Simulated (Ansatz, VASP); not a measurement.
# ZnNi in VASP and in Ansatz

```
Zn Ni
1.0
     2.63385    0.00000    0.00000
     0.00000    2.63385    0.00000
     0.00000    0.00000    3.18415
Zn Ni
1 1
Direct
  0.50000 0.50000 0.50000
  0.00000 0.00000 0.00000
```

Alike in both runs: functional LDA; k mesh 16 × 16 × 14; occupations gaussian, width 0.1 eV; no spin polarisation.

Ansatz relaxed the structure, and its values are those at the end. VASP's run is a single point on that final structure, the one shown.

|  | VASP | Ansatz |
| --- | --- | --- |
| version | VASP 6.6.1 | Ansatz 0.2.0 |
| potentials or method | VASP PAW LDA potentials, release 64 (Zn, Ni), cutoff 520 eV | scalar-relativistic, plane waves, PAW |
| valence electrons in the cell | 22 | 30 |

|  | VASP | Ansatz | Ansatz less VASP |
| --- | --- | --- | --- |
| gap on the k mesh at the Fermi level (eV) | none | none | - |
| pressure (GPa) | 1.1 | 0.0 | -1.10 |

LDA's correlation is that of Perdew and Zunger in VASP and of Perdew and Wang (1992) in Ansatz. A gap of «none» marks a metal or a gap that the smearing closes. VASP's potentials hold 22 valence electrons a cell and Ansatz's 30, so a difference there can come from the potentials and not from the codes.
